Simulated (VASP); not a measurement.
# WC (P1) in VASP: further runs

Runs on WC. Level: PBEsol. Tasks: single point.

All numbers are computed with VASP 6.6.1; they aren't measurements. Logs are shortened: lines on timing, memory, paths and dates and some standing lists are left out, and cuts for length are marked.

## 1. The cell of the first run

The typed cell holds 16 atoms: a = 5.690 Å, b = 4.927 Å, c = 5.588 Å, α = 90.00°, β = 90.00°, γ = 90.00°.

## 2. Single point, PBEsol

Input file INCAR:

```
PREC     = Accurate       # precision mode
ENCUT    = 520            # plane-wave cutoff, eV
EDIFF    = 1E-6           # SCF threshold, eV
ISMEAR   = -1             # smearing method
SIGMA    = 0.36           # smearing width, eV
LREAL    = Auto         
LASPH    = T              # aspherical terms in the spheres
NELM     = 60             # most SCF steps
ALGO     = Normal         # electronic algorithm
ISIF     = 2              # what is computed and relaxed
LWAVE    = F              # write WAVECAR
LCHARG   = F              # write CHGCAR
GGA      = PS             # functional
NBANDS   = 86             # bands
```

Input file KPOINTS:

```
regular mesh
0
Gamma
  2 2 2
```

Input file POSCAR:

```
WC
1.0
   -2.8448200000     -4.9273730000      0.0000000000
    4.2672300000     -2.4636860000      0.0000000000
    0.0000000000      0.0000000000      5.5881200000
W C
8 8
Direct
    0.7741466828      0.5240889209     -0.0029705876
    0.7483624335      0.4847773422      0.4634653515
    0.5224589360      0.0121159699      0.0210446447
    0.5361371908     -0.0095580030      0.5029598505
    0.2748027735      0.5356787486      0.0017358253
    0.2725170099      0.4675543245      0.5100105223
   -0.0171868903     -0.0074740778     -0.0164277074
    0.0203608670     -0.0213199191      0.5209981174
    0.4867354837      0.6999563742      0.2759604303
    0.5708170661      0.6558755460      0.7384057608
    0.2098558497      0.1177349518      0.2585127019
    0.3483343121      0.2526811111      0.7721738259
    0.0273106005      0.6876811755      0.2640064995
    0.0053389712      0.6286486578      0.7446869430
    0.7857840076      0.1638800956      0.2540926108
    0.7353586430      0.1500652589      0.7620273008
```

Potentials or basis: VASP PAW PBE potentials, release 64 (W_sv, C).

Command:

```sh
$ cat potpaw_PBE.64/W_sv/POTCAR potpaw_PBE.64/C/POTCAR > POTCAR
$ mpirun -np 1 vasp_std > vasp.out
```

OUTCAR:

```text
PREC = Accurate
   ENCUT = 520
   EDIFF = 1E-6
   ISMEAR = -1
   LREAL = Auto
   LASPH = T
   NELM = 60
   ISIF = 2
   GGA = PS

 ion  position               nearest neighbor table
   1  0.774  0.524  0.997-  10 1.96  14 2.00  13 2.22  16 2.27  15 2.28   9 2.42   7 2.60   2 2.62
                             3 2.80   5 2.84   5 2.85   7 2.88   3 2.90   2 2.99
   2  0.748  0.485  0.463-  15 1.98  10 2.02   9 2.11  13 2.18  14 2.26  16 2.35   1 2.62   6 2.72
                             4 2.73   4 2.78   8 2.90   8 2.95   1 2.99   6 2.99
   3  0.522  0.012  0.021-  16 2.01  12 2.08   9 2.11  15 2.12  11 2.28  10 2.38   7 2.63   4 2.70
                             5 2.74   1 2.80   4 2.90   1 2.90   5 2.94   7 3.08
   4  0.536  0.990  0.503-   9 1.93  16 2.00  10 2.12  15 2.16  12 2.25  11 2.39   3 2.70   2 2.73
                             8 2.76   2 2.78   6 2.79   3 2.90   8 2.94   6 2.98
   5  0.275  0.536  0.002-  12 1.94   9 2.11  14 2.15  13 2.17  10 2.31  11 2.54   3 2.74   6 2.77
                             7 2.80   1 2.84   1 2.85   6 2.86   3 2.94   7 3.15
   6  0.273  0.468  0.510-  12 1.86   9 2.12  14 2.16  13 2.24  11 2.25  10 2.32   2 2.72   5 2.77
                             4 2.79   8 2.80   5 2.86   8 2.90   4 2.98   2 2.99
   7  0.983  0.993  0.984-  16 2.03  15 2.06  11 2.10  13 2.19  14 2.24   8 2.59   1 2.60   3 2.63
                            12 2.71   5 2.80   1 2.88   8 3.01   3 3.08   5 3.15
   8  0.020  0.979  0.521-  11 1.95  13 2.03  14 2.13  15 2.20  16 2.27   7 2.59  12 2.70   4 2.76
                             6 2.80   6 2.90   2 2.90   4 2.94   2 2.95   7 3.01
   9  0.487  0.700  0.276-   4 1.93   3 2.11   2 2.11   5 2.11   6 2.12   1 2.42
  10  0.571  0.656  0.738-   1 1.96   2 2.02   4 2.12   5 2.31   6 2.32   3 2.38
  11  0.210  0.118  0.259-   8 1.95   7 2.10   6 2.25   3 2.28   4 2.39   5 2.54
  12  0.348  0.253  0.772-   6 1.86   5 1.94   3 2.08   4 2.25   8 2.70   7 2.71
  13  0.027  0.688  0.264-   8 2.03   5 2.17   2 2.18   7 2.19   1 2.22   6 2.24
  14  0.005  0.629  0.745-   1 2.00   8 2.13   5 2.15   6 2.16   7 2.24   2 2.26
  15  0.786  0.164  0.254-   2 1.98   7 2.06   3 2.12   4 2.16   8 2.20   1 2.28
  16  0.735  0.150  0.762-   4 2.00   3 2.01   7 2.03   8 2.27   1 2.27   2 2.35

  LATTYP: Found a simple orthorhombic cell.
 ALAT       =     4.9273725838
 B/A-ratio  =     1.1340973115
 C/A-ratio  =     1.1547006229

  Lattice vectors:

 A1 = (   4.2672300000,  -2.4636860000,   0.0000000000)
 A2 = (   0.0000000000,   0.0000000000,   5.5881200000)
 A3 = (  -2.8448200000,  -4.9273730000,   0.0000000000)

Analysis of symmetry for initial positions (statically):
=====================================================================
 Subroutine PRICEL returns:
 Original cell was already a primitive cell.

 Routine SETGRP: Setting up the symmetry group for a
 simple orthorhombic supercell.

 Subroutine GETGRP returns: Found  1 space group operations
[... 139 lines left out ...]
   NELECT =     144.0000    total number of electrons
   NUPDOWN=      -1.0000    fix difference up-down
   EMIN   =  10.00;   EMAX   =-10.00  energy-range for DOS
   EFERMI =   0.00;   METHOD = LEGACY
   ISMEAR =    -1;   SIGMA  =   0.36  broadening in eV -4-tet -1-fermi 0-gaus
   EFERMI_NEDOS =   21; number of points for ismear=-14 and -15
   IALGO  =     38    algorithm
   IMIX   =      4    mixing-type and parameters
     AMIX     =   0.40;   BMIX     =  1.00
     AMIX_MAG =   1.60;   BMIX_MAG =  1.00
  volume/ion in A,a.u.               =       9.79        66.08
  Fermi-wavevector in a.u.,A,eV,Ry     =   1.591746  3.007963 34.472461  2.533654
  Thomas-Fermi vector in A             =   2.690238
   LORBIT       =      0    0 simple, 1 ext, 2 COOP (PROOUT), +10 PAW based schemes
   GGA     = PS    functional components
   LHFCALC =     F    Hartree Fock is set to
   AEXX    =    0.0000 exact exchange contribution
   IVDW    =     0    specifies the selected vdW correction
   LEPSILON=     F    determine dielectric tensor
   LRPA    =     F    only Hartree local field effects (RPA)
 non-spin polarized calculation
  energy-cutoff  :      520.00
  volume of cell :      156.66
 maximum number of plane-waves:      4248
   NGX = 21   NGY = 19   NGZ = 21

 number of electron     144.0000002 magnetization

 Free energy of the ion-electron system (eV)
  ---------------------------------------------------
  ext. energy  EPLUGINS =         0.00000000
  ---------------------------------------------------
  free energy    TOTEN  =      -180.57144808 eV

  energy without entropy =     -178.46742291  energy(sigma->0) =     -179.51943549

 E-fermi :  12.2576     XC(G=0): -14.2124

 val. band max:       12.1732812505   @ k =   0.0000   0.0000   0.5000
 cond. band min:      12.2660168075   @ k =   0.5000  -0.0000   0.5000
 fundamental gap:      0.0927355570
 Fermi energy:        12.2575794480

 k-point     1 :       0.0000    0.0000    0.0000
  band No.  band energies     occupation
      1     -61.8991      2.00000
      2     -61.8470      2.00000
      3     -61.8210      2.00000
      4     -61.7570      2.00000
      5     -61.7152      2.00000
      6     -61.6575      2.00000
[... 685 lines left out ...]
     83      15.5474      0.00021
     84      16.1017      0.00005
 [bands above 84 left out]

------------------------ aborting loop because EDIFF is reached ----------------------------------------

  FORCE on cell =-STRESS in cart. coord.  units (eV):
  Direction    XX          YY          ZZ          XY          YZ          ZX
  --------------------------------------------------------------------------------------
  -------------------------------------------------------------------------------------
  Total       43.7361314     40.5335564     50.0255054     -0.7988086      2.7189676     -0.2811182
  in kB      447.2857057    414.5332420    511.6065992     -8.1693475     27.8066511     -2.8749716
  external PRESSURE =     457.8085157 kB  Pullay stress =       0.0000000 kB

 VOLUME and BASIS-vectors are now :
 -----------------------------------------------------------------------------
  energy-cutoff  :      520.00
  volume of cell :      156.66
      direct lattice vectors                 reciprocal lattice vectors
    -2.844820000 -4.927373000  0.000000000    -0.087879009 -0.152210932  0.000000000
     4.267230000 -2.463686000  0.000000000     0.175758053 -0.101473955  0.000000000
     0.000000000  0.000000000  5.588120000     0.000000000  0.000000000  0.178951060

 POSITION                                       TOTAL-FORCE (eV/Angst)
 -----------------------------------------------------------------------------------
      0.03410     -5.10570      5.57152        -3.821457      2.613609      1.285156
     -0.06030     -4.88180      2.58990        -0.828688     -4.410328      5.168046
     -1.43460     -2.60420      0.11760         1.745501      3.047493     -1.313537
      2.70123     -5.08189      2.81060         3.970343      2.243090      1.287678
      1.50410     -2.67380      0.00970        -0.270639      1.425550      1.886677
      1.21990     -2.49470      2.85000         5.362027     -0.532430     -4.305429
[... 8 lines left out ...]
     -1.53610     -4.27560      1.41990        -0.122336      2.049543     -0.642675
     -1.45160     -3.99310      4.25830        -0.137266     -4.649888     -1.187345
 -----------------------------------------------------------------------------------
    total drift:                                0.013540     -0.006551      0.001647

  FREE ENERGIE OF THE ION-ELECTRON SYSTEM (eV)
  ---------------------------------------------------
  free  energy   TOTEN  =      -180.5714480795 eV

  energy  without entropy=     -178.4674229084  energy(sigma->0) =     -179.51943549
```

stdout:

```text
POSCAR found type information on POSCAR W C
 POSCAR found :  2 types and      16 ions
 scaLAPACK will be used
 -----------------------------------------------------------------------------
|                                                                             |
|                                                                             |
|     You enforced a specific xc type in the INCAR file but a different       |
|     I HOPE YOU KNOW WHAT YOU ARE DOING!                                     |
|                                                                             |
 -----------------------------------------------------------------------------

 LDA part: xc-table for (Slater+PW92), standard interpolation
 POSCAR, INCAR and KPOINTS ok, starting setup
 FFT: planning ... GRIDC
 FFT: planning ... GRID_SOFT
 FFT: planning ... GRID
 WAVECAR not read
 entering main loop
```

Wall time 95 s (1 thread of Intel Xeon 6975P-C (Granite Rapids), shared host); peak memory 0.28 GiB.

What came out:

| Quantity | Value |
| --- | --- |
| Free energy | -180.5714 eV |
| Pressure | 45.8 GPa |
| Largest force | 7.952 eV/Å |
| Band gap on the k mesh | zero (bands 72 and 73 overlap by 0.10 eV) |

Forces on the atoms (eV/Å):
```
W   -3.821  2.614  1.285
W   -0.829 -4.410  5.168
W    1.746  3.047 -1.314
W    3.970  2.243  1.288
W   -0.271  1.426  1.887
W    5.362 -0.532 -4.305
W   -1.826 -5.498  2.447
W    1.724  1.030 -0.472
C   -4.228  0.601 -2.936
C    4.493  3.205  1.013
C    0.630 -6.512 -1.182
C   -6.020  5.089  1.048
C   -1.263  2.650 -1.442
C    0.592 -2.351 -0.654
C   -0.122  2.050 -0.643
C   -0.137 -4.650 -1.187
```

Stress tensor (GPa, compression positive):
```
44.73 -0.82 -0.29
-0.82 41.45  2.78
-0.29  2.78 51.16
```

Caveat: the k points lie up to 0.64 Å⁻¹ apart; so wide a smearing shifts energies and pressures; the PAW data sets were made with another functional, which shifts forces and pressure a little; spin-orbit coupling is left out, which moves the levels of the heavy elements.

## 3. Single point, PBEsol

Input file INCAR:

```
ALGO     = Normal         # electronic algorithm
EDIFF    = 1E-6           # SCF threshold, eV
ENCUT    = 520            # plane-wave cutoff, eV
GGA      = PS             # functional
ISIF     = 2              # what is computed and relaxed
ISMEAR   = -1             # smearing method
LASPH    = True           # aspherical terms in the spheres
LCHARG   = False          # write CHGCAR
LREAL    = Auto         
LWAVE    = False          # write WAVECAR
NBANDS   = 86             # bands
NELM     = 100            # most SCF steps
PREC     = Accurate       # precision mode
SIGMA    = 0.36           # smearing width, eV
```

Input file KPOINTS:

```
k-points
0
Gamma
  2 2 2
```

Input file POSCAR:

```
WC
1.0
   -2.8448200000     -4.9273730000      0.0000000000
    4.2672300000     -2.4636860000      0.0000000000
    0.0000000000      0.0000000000      5.5881200000
W C
8 8
Direct
    0.7760197675      0.5200180340     -0.0145487212
    0.7832368329      0.4660090520      0.5072904662
    0.5208945774      0.0050972907      0.0161413857
    0.5451858669     -0.0257882378      0.5225192014
    0.2725704907      0.5006090563     -0.0286858550
    0.2932786597      0.4853324046      0.4831857584
    0.0337878413      0.0227361372      0.0227625749
    0.0225914609     -0.0118182896      0.4786761916
    0.5484792260      0.6737215176      0.2332448122
    0.5623925917      0.6340426208      0.7202064379
    0.3088732648      0.1538208255      0.2934976343
    0.2555498850      0.1956054451      0.7373678446
    0.0296336837      0.6466261476      0.2676213109
    0.0163278560      0.6576514065      0.7480333278
    0.7700772470      0.1694380555      0.2102853912
    0.7653016093      0.1652700520      0.7400163203
```

Potentials or basis: VASP PAW PBE potentials, release 64 (W_sv, C).

Command:

```sh
$ cat potpaw_PBE.64/W_sv/POTCAR potpaw_PBE.64/C/POTCAR > POTCAR
$ mpirun -np 1 vasp_std > vasp.out
```

Wall time 4 min (1 thread of Intel Xeon 6975P-C (Granite Rapids), shared host); peak memory 0.28 GiB.

It converged, with:

| Property | Result |
| --- | --- |
| Free energy | -184.5419 eV |
| Pressure | 39.7 GPa |
| Largest force | 6.807 eV/Å |
| Band gap on the k mesh | zero (bands 72 and 73 overlap by 0.27 eV) |

Forces in eV/Å, atoms in the order of the input:
```
W   -3.807  0.501  3.253
W    1.871 -2.926 -5.854
W   -0.255  0.191 -3.730
W    2.672  1.149 -3.890
W    0.846 -1.866  4.444
W    3.084 -0.388  1.697
W   -2.821  0.953 -5.951
W   -0.095 -0.961  5.579
C   -0.367  1.993  1.305
C    4.292  3.467  2.872
C   -0.002  1.934 -4.455
C   -4.174  1.114  0.956
C    0.161 -0.534 -3.011
C    0.465 -2.685 -1.039
C    0.347 -0.882  4.628
C   -2.217 -1.060  3.197
```

Stress tensor (GPa, compression positive):
```
41.52 -1.11  3.16
-1.11 35.56  0.38
 3.16  0.38 41.93
```

Levels at points of the mesh, in eV from the Fermi level:
```csv
k point,band 70,band 71,band 72,band 73,band 74,band 75
"(0.00, 0.00, 0.00)",-0.78,-0.50,-0.41,0.06,0.46,1.08
"(0.50, 0.00, 0.00)",-1.02,-0.48,-0.19,0.39,0.45,0.71
"(0.00, 0.50, 0.00)",-0.56,-0.04,0.02,0.85,1.26,1.32
"(0.50, 0.50, 0.00)",-1.82,-1.52,-1.41,0.89,1.16,1.57
"(0.00, 0.00, 0.50)",-0.95,-0.22,0.20,0.29,0.46,0.68
"(0.50, 0.00, 0.50)",-1.39,-1.19,-0.68,-0.07,0.25,0.57
"(0.00, 0.50, 0.50)",-1.18,-1.01,-0.91,0.60,0.73,0.94
"(0.50, 0.50, 0.50)",-1.64,-1.46,-1.40,0.88,0.93,1.35
```

Caveat: the k points lie up to 0.64 Å⁻¹ apart; so wide a smearing shifts energies and pressures; the PAW data sets were made with another functional, which shifts forces and pressure a little; spin-orbit coupling is left out, which moves the levels of the heavy elements.

(Part 1 of 2 ends here.)

The gap in the log of VASP goes by the Fermi energy; the results here count the filled bands.